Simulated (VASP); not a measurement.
Here is a VASP 6.6.1 calculation.

INCAR

```
SYSTEM = Rh16Se
ALGO = Normal
EDIFF = 1E-6
ENCUT = 400
GGA = PE
GGA_COMPAT = .False.
ISIF = 2
ISMEAR = 0
IVDW = 12
LASPH = .True.
LCHARG = .False.
LREAL = .False.
LWAVE = .False.
NBANDS = 137
NELM = 120
NELMDL = -8
PREC = Accurate
SIGMA = 0.05
```

The input KPOINTS:

```
k-points
0
Gamma
  2 3 1
  0 0 0
```

File POSCAR:

```
Rh16Se
1.0
    7.6000000000      0.0000000000      0.0000000000
    0.0000000000      5.3740120000      0.0000000000
    0.0000000000      0.0000000000     17.0305090000
Rh Se
16 1
Direct
    0.2500000000      0.2500000000      0.0587182098
    0.7500000000      0.2500000000      0.0587182098
    0.2500000000      0.7500000000      0.0587182098
    0.7500000000      0.7500000000      0.0587182098
   -0.0013884211     -0.0011911027      0.1291921457
    0.5013984211     -0.0011410469      0.1292103483
   -0.0013815789      0.5012435774      0.1292535649
    0.5013727632      0.5012182704      0.1292700647
    0.2499780263      0.2501062521      0.2069582888
    0.7499805263      0.2501618902      0.2163315260
    0.2500227632      0.7501886858      0.2158638946
    0.7500389474      0.7498913289      0.2132857568
   -0.0004444737     -0.0023258229      0.2868789183
    0.5006236842     -0.0023321496      0.2868115686
   -0.0004571053      0.5024849219      0.2868392248
    0.5005459211      0.5025539578      0.2868321199
    0.2501027632      1.2492995922      0.3527664969
```

Potentials or basis: VASP PAW PBE potentials, release 64 (Rh_pv, Se).

Run with:

```sh
$ cat potpaw_PBE.64/Rh_pv/POTCAR potpaw_PBE.64/Se/POTCAR > POTCAR
$ mpirun -np 1 vasp_std > vasp.out
```

What does it give for the largest force?

0.659 eV/Å.

What does it give for the band gap on the k mesh?

Zero (bands 123 and 124 overlap by 0.36 eV).

What does it give for the dispersion energy per atom?

-0.392 eV.

Forces on the atoms (eV/Å):
```
Rh   0.000  0.001 -0.659
Rh   0.000  0.001  0.400
Rh   0.001  0.001  0.283
Rh  -0.001  0.001 -0.038
Rh  -0.001  0.005  0.006
Rh   0.001  0.001 -0.001
Rh   0.001 -0.006 -0.001
Rh   0.000 -0.003 -0.004
Rh   0.003  0.002 -0.001
Rh   0.007 -0.007 -0.006
Rh   0.000 -0.005 -0.005
Rh   0.002  0.011 -0.004
Rh  -0.013 -0.007 -0.007
Rh   0.004 -0.004  0.003
Rh  -0.009  0.004  0.004
Rh   0.004  0.000  0.006
Se  -0.001  0.006  0.025
```

Caveat: the k points lie up to 0.41 Å⁻¹ apart; there is no dipole correction, which matters where the two faces differ.
